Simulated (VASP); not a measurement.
# Sb (a cell with a defect) in VASP: further runs, part 2 of 2

VASP 6.6.1.

### Step 3. Single point, PBEsol

Contents of INCAR:

```
PREC     = Accurate       # precision mode
ENCUT    = 520            # plane-wave cutoff, eV
EDIFF    = 1E-6           # SCF threshold, eV
ISMEAR   = -1             # smearing method
SIGMA    = 0.15           # smearing width, eV
LREAL    = Auto         
LASPH    = T              # aspherical terms in the spheres
NELM     = 80             # most SCF steps
ALGO     = Normal         # electronic algorithm
ISIF     = 2              # what is computed and relaxed
LWAVE    = F              # write WAVECAR
LCHARG   = F              # write CHGCAR
GGA      = PS             # functional
NBANDS   = 90             # bands
```

Contents of KPOINTS:

```
Automatic mesh
0
Gamma
  1 1 1
```

Contents of POSCAR:

```
Sb
1.0
    9.2500310000      0.0000000000      0.0000000000
    0.0000000000      9.2500310000      0.0000000000
    0.0000000000      0.0000000000      9.2500310000
Sb
28
Direct
    0.2387127135     -0.1294806471     -0.0542808992
   -0.1890263935     -0.1200212194      0.1884534225
   -0.2154046835      0.0684430139      0.5995331259
   -0.1598481129      0.2370262327     -0.0075026776
   -0.1093617957      0.1767885967      0.3055341112
    0.1646048538      0.5848629048      0.8140621367
    0.2360424522      0.5172739421      0.1036428959
    0.0032864755      0.5135117926      0.4255337090
   -0.3197178474      0.4261607339      0.3960959698
    0.5294252527      0.0211891182      0.2260208641
    0.1149725877     -0.2271343739      0.2331451646
    0.0745943446      0.3306583513      0.6522897058
    0.1685832188      0.2064966053     -0.0251674832
    0.2313830083      0.1253509313      0.2759342104
    0.4641173635      0.5663656695      0.7234246026
    0.5193063677      0.6696193775      0.0153080568
    0.4449822925      0.7289056653      0.3368204928
    0.4145607728      0.8660295301      0.6251979047
    0.9193698918     -0.0714159769     -0.0896321320
    0.4966469842      0.1730588795      0.5108739636
    0.4555876624      0.2527450989      0.8362999000
    0.5534576046      0.3357069830      0.1097293620
    0.3232205384      0.4131878045      0.4297715327
    0.7744298370      0.3733392893      0.7008408945
    0.8119432248      0.6568626635     -0.1610372981
    0.8859321661      0.5303766009      0.1052861336
    0.7171327318      0.7562136819      0.5019226422
    0.5638683805      0.9656291963      0.9035429179
```

Potentials or basis: VASP PAW PBE potentials, release 64 (Sb).

On the command line:

```
$ cat potpaw_PBE.64/Sb/POTCAR > POTCAR
$ mpirun -np 1 vasp_gam > vasp.out
```

OUTCAR:

```text
PREC = Accurate
   ENCUT = 520
   EDIFF = 1E-6
   ISMEAR = -1
   LREAL = Auto
   LASPH = T
   NELM = 80
   ISIF = 2
   GGA = PS

 ion  position               nearest neighbor table
   1  0.239  0.871  0.946-   6 2.99  19 3.02  11 3.03  28 3.16  13 3.19  16 3.26  18 3.38   7 3.58

   2  0.811  0.880  0.188-  19 2.80  10 2.93  11 3.01   5 3.04  27 3.24  26 3.40  28 3.58  16 3.69
                             4 3.78
   3  0.785  0.068  0.600-  20 2.95  24 2.97   5 3.06  27 3.09  19 3.39  28 3.60  12 3.65
   4  0.840  0.237  0.992-  26 2.94   5 2.99  22 3.01  24 3.04  19 3.04  13 3.06  28 3.68   2 3.78
[... 354 lines left out ...]
  in kB       27.2782919      7.2998346      3.6397796     -2.6738291     -6.1393851      0.1455012
  external PRESSURE =      12.7393021 kB  Pullay stress =       0.0000000 kB

 VOLUME and BASIS-vectors are now :
 -----------------------------------------------------------------------------
  energy-cutoff  :      520.00
  volume of cell :      791.46
      direct lattice vectors                 reciprocal lattice vectors
     9.250031000  0.000000000  0.000000000     0.108107746  0.000000000  0.000000000
     0.000000000  9.250031000  0.000000000     0.000000000  0.108107746  0.000000000
     0.000000000  0.000000000  9.250031000     0.000000000  0.000000000  0.108107746

 POSITION                                       TOTAL-FORCE (eV/Angst)
 -----------------------------------------------------------------------------------
      2.20810      8.05233      8.74793        -0.247370      1.201481      0.251966
      7.50153      8.13983      1.74320         0.496044     -0.641222      1.425069
      7.25753      0.63310      5.54570         0.278893     -0.098094     -0.154835
      7.77143      2.19250      9.18063        -0.029186      0.343056     -0.032249
      8.23843      1.63530      2.82620         0.253631     -0.278820      0.593146
      1.52260      5.41000      7.53010        -0.549549      0.042160      0.208088
[... 20 lines left out ...]
      6.63350      6.99500      4.64280         0.743216     -0.005071     -0.114409
      5.21580      8.93210      8.35780        -0.142377     -0.059798     -0.036171
 -----------------------------------------------------------------------------------
    total drift:                               -0.011029     -0.004719      0.006056

  FREE ENERGIE OF THE ION-ELECTRON SYSTEM (eV)
  ---------------------------------------------------
  free  energy   TOTEN  =      -132.9974867179 eV

  energy  without entropy=     -132.3005943464  energy(sigma->0) =     -132.64904053
```

OSZICAR:

```text
N       E                     dE             d eps       ncg     rms          rms(c)
DAV:   1     0.120721087148E+04    0.12072E+04   -0.52289E+04   180   0.132E+03
DAV:   2     0.980726288061E+01   -0.11974E+04   -0.11541E+04   240   0.228E+02
DAV:   3    -0.128630231753E+03   -0.13844E+03   -0.13444E+03   208   0.903E+01
DAV:   4    -0.133359653903E+03   -0.47294E+01   -0.46805E+01   216   0.167E+01
DAV:   5    -0.133474564454E+03   -0.11491E+00   -0.11466E+00   256   0.296E+00    0.115E+01
DAV:   6    -0.133114513056E+03    0.36005E+00   -0.36939E-01   216   0.160E+00    0.675E+00
DAV:   7    -0.132995963059E+03    0.11855E+00   -0.44166E-01   216   0.146E+00    0.693E-01
DAV:   8    -0.132995255608E+03    0.70745E-03   -0.49862E-02   208   0.588E-01    0.496E-01
DAV:   9    -0.132995753235E+03   -0.49763E-03   -0.84526E-03   224   0.209E-01    0.201E-01
DAV:  10    -0.132996592644E+03   -0.83941E-03   -0.11611E-03   200   0.844E-02    0.663E-02
DAV:  11    -0.132997216521E+03   -0.62388E-03   -0.53456E-04   208   0.537E-02    0.337E-02
DAV:  12    -0.132997401365E+03   -0.18484E-03   -0.16373E-04   200   0.280E-02    0.177E-02
DAV:  13    -0.132997477818E+03   -0.76453E-04   -0.10386E-04   208   0.210E-02    0.802E-03
DAV:  14    -0.132997483856E+03   -0.60380E-05   -0.73399E-06   216   0.604E-03    0.380E-03
DAV:  15    -0.132997486408E+03   -0.25521E-05   -0.34311E-06   168   0.400E-03    0.185E-03
DAV:  16    -0.132997486718E+03   -0.31008E-06   -0.18592E-07   136   0.115E-03
   1 F= -.13299749E+03 E0= -.13264904E+03  d E =-.696892E+00
```

It took 2.7 min on 1 thread of AMD EPYC 9R45 (Zen 5), shared host; peak memory 0.58 GiB.

Results:

```
Free energy   : -132.9975 eV
Pressure      : 1.3 GPa
Largest force : 1.640 eV/Å
```

Forces in eV/Å, atoms in the order of the input:
```
Sb  -0.247  1.201  0.252
Sb   0.496 -0.641  1.425
Sb   0.279 -0.098 -0.155
Sb  -0.029  0.343 -0.032
Sb   0.254 -0.279  0.593
Sb  -0.550  0.042  0.208
Sb  -0.260 -1.249 -0.331
Sb  -0.053  0.321 -0.909
Sb   0.345  0.259 -0.169
Sb  -0.555  0.896 -0.269
Sb   0.415  1.383  0.532
Sb   0.310 -0.768  0.391
Sb   0.476  0.003  0.036
Sb  -0.602 -0.684 -0.556
Sb  -0.311 -0.363 -0.197
Sb   0.421 -0.664  0.227
Sb  -0.585 -0.275 -0.164
Sb   0.454 -0.264  0.499
Sb  -0.385  1.059 -0.874
Sb   0.275 -1.401  0.490
Sb   0.018  0.166 -0.664
Sb  -0.259  0.300  0.088
Sb   0.112  1.314 -0.680
Sb  -0.440 -0.595  0.743
Sb  -0.140 -0.300 -0.630
Sb  -0.042  0.359  0.296
Sb   0.743 -0.005 -0.114
Sb  -0.142 -0.060 -0.036
```

Levels at points of the mesh, in eV from the Fermi level:
| k point | band 67 | band 68 | band 69 | band 70 | band 71 | band 72 | band 73 | band 74 |
| --- | --- | --- | --- | --- | --- | --- | --- | --- |
| (0.00, 0.00, 0.00) | -0.53 | -0.44 | -0.31 | -0.17 | 0.07 | 0.42 | 0.65 | 1.22 |

Caveat: the k points lie up to 0.68 Å⁻¹ apart; the atoms stand as in a frame of molecular dynamics; the PAW data sets were made with another functional, which shifts forces and pressure a little; spin-orbit coupling is left out, which moves the levels of the heavy elements.

### Step 4. Single point, PBEsol

Contents of INCAR:

```
ALGO = Normal
EDIFF = 1E-6
ENCUT = 520
GGA = PS
ISIF = 2
ISMEAR = -1
LASPH = True
LCHARG = False
LREAL = Auto
LWAVE = False
NBANDS = 90
NELM = 100
PREC = Accurate
SIGMA = 0.15
```

Contents of KPOINTS:

```
k-points
0
Gamma
  1 1 1
```

Contents of POSCAR:

```
Sb
1.0
    9.2500310000      0.0000000000      0.0000000000
    0.0000000000      9.2500310000      0.0000000000
    0.0000000000      0.0000000000      9.2500310000
Sb
28
Direct
    0.1951128596     -0.0782700080     -0.0380647373
   -0.2089506511     -0.1136644839      0.1906696313
   -0.2209506109      0.0720646234      0.6079222870
   -0.1447670824      0.2578477845     -0.0165404851
   -0.1054050522      0.1521724630      0.3380961642
    0.1845074898      0.6036304095      0.8419971782
    0.2245614096      0.5204847422      0.1122915156
    0.0063891678      0.5022902085      0.3832852020
   -0.3152854299      0.4103770031      0.3860635710
    0.5275117456      0.0339350214      0.2067452531
    0.1095347680     -0.1998804112      0.2464424173
    0.0964212985      0.3580528541      0.6606031915
    0.1668967380      0.2323343565     -0.0235999209
    0.2051668800      0.1057834293      0.2526261804
    0.4568417122      0.5505062632      0.7047327733
    0.5270036392      0.6576194177      0.0060324122
    0.4313066626      0.7235218995      0.3239881034
    0.3954689449      0.8511971473      0.6106033591
    0.8891105338     -0.0477728129     -0.1187131157
    0.4777821826      0.1531886758      0.5180523179
    0.4726038215      0.2532856376      0.8152945650
    0.5613602808      0.3572528568      0.1015564164
    0.3298691648      0.4117824038      0.3976743429
    0.7865811477      0.3681176852      0.7090354616
    0.7884406009      0.6733382839     -0.2001614914
    0.8865808125      0.5610683899      0.0819997252
    0.6994138722      0.7541055808      0.4808308210
    0.5370900919      0.9463427744      0.8987645555
```

On the command line:

```
$ cat potpaw_PBE.64/Sb/POTCAR > POTCAR
$ mpirun -np 1 vasp_gam > vasp.out
```

Wall time 2.9 min (1 thread of AMD EPYC 9R45 (Zen 5), shared host); peak memory 0.58 GiB.

It converged, with:

| Quantity | Value |
| --- | --- |
| Free energy | -133.3135 eV |
| Pressure | 1.9 GPa |
| Largest force | 2.282 eV/Å |

Forces on the atoms (eV/Å):
```
Sb   0.875 -0.833 -0.566
Sb   1.436 -0.770  0.470
Sb  -0.752 -0.550  0.087
Sb  -0.542 -0.092  1.236
Sb  -0.104  0.869 -1.467
Sb  -1.300  0.694 -1.742
Sb   0.164 -0.626  0.810
Sb  -0.021 -0.543  0.623
Sb   0.269  0.467  0.550
Sb  -1.541  0.808  0.381
Sb   0.142  0.061  0.261
Sb   0.010  0.368 -0.113
Sb   0.774  0.698 -1.082
Sb   0.474  0.065  0.880
Sb   0.247 -0.050 -0.176
Sb  -0.058 -0.334  0.307
Sb  -0.311  0.193 -0.693
Sb   0.680 -0.045  0.608
Sb  -0.798  0.270  0.375
Sb   0.432 -0.546 -0.748
Sb  -0.077 -0.225  0.853
Sb  -0.328 -0.883 -0.226
Sb   0.403  0.341  0.374
Sb  -0.190  0.047 -0.337
Sb   0.426 -0.498  0.074
Sb  -0.451  0.203 -0.324
Sb   0.795 -0.033  0.099
Sb  -0.653  0.940 -0.514
```

Stress tensor (GPa, compression positive):
```
 2.82 -0.14  0.77
-0.14  1.36 -0.53
 0.77 -0.53  1.60
```

Levels at points of the mesh, in eV from the Fermi level:
| k point | band 66 | band 67 | band 68 | band 69 | band 70 | band 71 | band 72 | band 73 | band 74 | band 75 |
| --- | --- | --- | --- | --- | --- | --- | --- | --- | --- | --- |
| (0.00, 0.00, 0.00) | -0.71 | -0.55 | -0.44 | -0.39 | -0.24 | 0.11 | 0.86 | 0.99 | 1.17 | 1.39 |

Caveat: the k points lie up to 0.68 Å⁻¹ apart; the atoms stand as in a frame of molecular dynamics; the PAW data sets were made with another functional, which shifts forces and pressure a little; spin-orbit coupling is left out, which moves the levels of the heavy elements.

### Step 5. Overview

```tsv
cell	pressure (GPa)	largest force (eV/Å)
as given, atomic positions A	2.1	2.30
as given, atomic positions B	1.3	1.64
as given, atomic positions C	1.9	2.28
```

Alike in all rows: task single point; level PBEsol; potentials or basis VASP PAW PBE potentials, release 64 (Sb); no spin polarisation; k mesh 1 × 1 × 1; cutoff (eV) 520; smearing fermi-dirac 0.15 eV.

Caveats: all runs use coarse meshes; the atoms stand as in a frame of molecular dynamics; the PAW data sets were made with another functional, which shifts forces and pressure a little; spin-orbit coupling is left out, which moves the levels of the heavy elements.

Absolute energies hang on the potentials; compare differences alone.
